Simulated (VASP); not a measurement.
Write the native input for VASP 6.6.1 that does the following.

* Task: single point
* Functional: PBEsol
* Dispersion: D4
* Potentials or basis: VASP PAW PBE potentials, release 64 (Ti_sv, Al)
* Cutoff: 520 eV
* k mesh: 10 × 10 × 3
* Occupations: fermi-dirac, width 0.05 eV
* Spin: no spin polarisation
* Dipole correction: no
* Further INCAR settings: ALGO = Normal; EDIFF = 1e-06; NBANDS = 28

The structure of Ti3Al lies in POSCAR:

```
Ti3Al
1.0
    2.8837362212      0.0000000000      0.0000000000
   -1.4418681106      2.4973888254      0.0000000000
    0.0000000000      0.0000000000      9.1159712091
Ti Al
3 1
Direct
    0.3333333333      0.6666666667      0.2488278252
    0.3333333333      0.6666666667      0.7511721748
    0.6666666667      0.3333333333      0.0000000000
    0.6666666667      0.3333333333      0.5000000000
```

The input as run:

INCAR

```
PREC = Accurate
ENCUT = 520
EDIFF = 1E-6
ISMEAR = -1
SIGMA = 0.05
LREAL = F
LASPH = T
NELM = 80
ALGO = Normal
ISIF = 2
LWAVE = F
LCHARG = T
GGA = PS
IVDW = 13
LELF = T
LVHAR = T
NBANDS = 28
```

KPOINTS

```
regular mesh
0
Gamma
  10 10 3
```

Potentials or basis: VASP PAW PBE potentials, release 64 (Ti_sv, Al).

Run with:

```sh
$ cat potpaw_PBE.64/Ti_sv/POTCAR potpaw_PBE.64/Al/POTCAR > POTCAR
$ mpirun -np 1 vasp_std > vasp.out
```

Results of the run:

```yaml
Pressure: -0.2 GPa
Largest_force: 0.014 eV/Å
Dispersion_energy_per_atom: -0.142 eV
```

Caveat: the PAW data sets were made with another functional, which shifts forces and pressure a little; pairwise dispersion overbinds metals, which lowers pressure and volume.

Run time: 110 s on 1 thread of AMD EPYC 7R43 64-Core Processor (Zen 3), on a shared host, peak memory 0.17 GiB.
